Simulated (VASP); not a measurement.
A run of VASP 6.6.1 is set up as follows.

INCAR

```
PREC = Accurate ; ENCUT = 520
EDIFF = 1E-6 ; ISMEAR = 0
SIGMA = 0.15 ; LREAL = False
LASPH = True ; NELM = 100
ALGO = Normal ; ISIF = 2
LWAVE = False ; LCHARG = True
GGA = PS ; LELF = True
LVHAR = True ; NBANDS = 15
```

KPOINTS

```
Automatic mesh
0
Gamma
  18 18 18
```

Contents of POSCAR:

```
ZrC
1.0
    0.0000000000      2.4207163000      2.3502100000
    2.4207163000      0.0000000000      2.3502100000
    2.4207163000      2.4207163000      0.0000000000
Zr C
1 1
Direct
    0.5000000000      0.5000000000      0.5000000000
    0.0000000000      0.0000000000      0.0000000000
```

Potentials or basis: VASP PAW PBE potentials, release 64 (Zr_sv, C).

Launch:

```sh
$ cat potpaw_PBE.64/Zr_sv/POTCAR potpaw_PBE.64/C/POTCAR > POTCAR
$ mpirun -np 1 vasp_std > vasp.out
```

Q: Estimate the pressure.

A: -15.3 GPa.

Q: What does it give for the band gap on the k mesh?

A: Zero (band 8 reaches 9.78 eV, above the bottom of band 9 at 8.31 eV).

Stress tensor (GPa, compression positive):
```
-18.10   0.00   0.00
  0.00 -18.10   0.00
  0.00   0.00  -9.72
```

Caveat: the cell differs from its parent crystal (strain +0.030 along x and y, +0.000 along z); the PAW data sets were made with another functional, which shifts forces and pressure a little.
